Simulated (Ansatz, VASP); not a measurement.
**One calculation of I, two programs**

Contents of INCAR:

```
SYSTEM = I
PREC = Accurate
ENCUT = 520
EDIFF = 1E-6
ISMEAR = -1
SIGMA = 0.05
LREAL = .FALSE.
LASPH = .TRUE.
NELM = 100
ALGO = Normal
ISIF = 2
LWAVE = .FALSE.
LCHARG = .TRUE.
LELF = .TRUE.
LVHAR = .TRUE.
NBANDS = 10
```

File KPOINTS:

```
Automatic mesh
0
G
  13 13 13
  0 0 0
```

The input POSCAR:

```
I
1.0
    3.2040229366      0.0000000000      0.0000000000
    0.0000000000      3.2040229366      0.0000000000
    0.0000000000      0.0000000000      3.2040229366
I
1
Direct
    0.0000000000      0.0000000000      0.0000000000
```

Input for Ansatz:

```yaml
crystal:
  lattice:
    - [3.2040229366, 0.0, 0.0]
    - [0.0, 3.2040229366, 0.0]
    - [0.0, 0.0, 3.2040229366]
  atoms:
    - { symbol: I, position: [0.0, 0.0, 0.0] }
kpoints:
  mp_grid: { grid: [13, 13, 13] }
  band_path:
    path:
      - [0.0, 0.0, 0.0]
      - [0.0, 0.5, 0.0]
      - [0.5, 0.5, 0.0]
      - [0.0, 0.0, 0.0]
      - [0.5, 0.5, 0.5]
      - [0.0, 0.5, 0.0]
      - [0.5, 0.5, 0.5]
      - [0.5, 0.5, 0.0]
    npoints: 8
scf:
  occupations: { method: fermi_dirac, width: 0.05 }
hamiltonian:
  xc: lda
  pseudopotentials: { kind: paw }
output:
  forces: true
  stress: true
  eigenvalues: true
  populations: true
  dos: { projected: true, de: 0.2, e_range: [-14, 8] }
```

Change from the starting cell: volume scaled by 0.88, PAW files.

Alike in both runs: task single point; functional LDA; k mesh 13 × 13 × 13; occupations fermi-dirac, width 0.05 eV; no spin polarisation.

|  | VASP | Ansatz |
| --- | --- | --- |
| version | VASP 6.6.1 | Ansatz 0.2.0 |
| potentials or method | VASP PAW LDA potentials, release 64 (I) | PAW with Ansatz's default frozen-core files, scalar-relativistic |
| plane-wave cutoff (eV) | 520 | 420 |
| valence electrons in the cell | 7 | 17 |

```csv
,VASP,Ansatz,Ansatz less VASP
pressure (GPa),6.1,6.0,-0.06
```

LDA's correlation is that of Perdew and Zunger in VASP and of Perdew and Wang (1992) in Ansatz. VASP's potentials hold 7 valence electrons a cell and Ansatz's 17, so a difference there can come from the potentials and not from the codes.

Spin-orbit coupling is off throughout.
